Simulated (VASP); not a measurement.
Runs of VASP 6.6.1 on MoH5. The structure is that of space group F-43m (No. 216), or close to it. The cells are those of the table. 

```csv
task,cell,k mesh,cutoff (eV),gap on the mesh (eV),pressure (GPa),relaxed volume (Å³/atom)
relaxation of cell and atoms,"relaxed from a = 4.332 Å, angles 60.0°, 6 atoms",6 × 6 × 6,600,none,0.0,4.82
single point,"a = 3.450 Å, angles 60.0°, 6 atoms",14 × 14 × 14,520,none,-0.1,-
single point,"a = 3.445 Å, angles 60.0°, 6 atoms",6 × 6 × 6,520,none,(a),-
relaxation of cell and atoms,"relaxed from a = 3.445 Å, angles 60.0°, 6 atoms",14 × 14 × 14,600,none,0.0,4.84
```

Alike in all rows: level PBE; potentials or basis VASP PAW PBE potentials, release 64 (H, Mo_sv); no spin polarisation; smearing gaussian 0.1 eV.

Q: Estimate the missing entries.

A: (a) -0.2.

Caveats: some runs use coarse meshes; the volume moved by over 15 % at a fixed basis, so the end points are rough (some runs).

A k mesh can miss the band edges, and the runs leave out spin-orbit coupling on Mo.

A gap of «none» marks levels without a gap at the run's occupations.
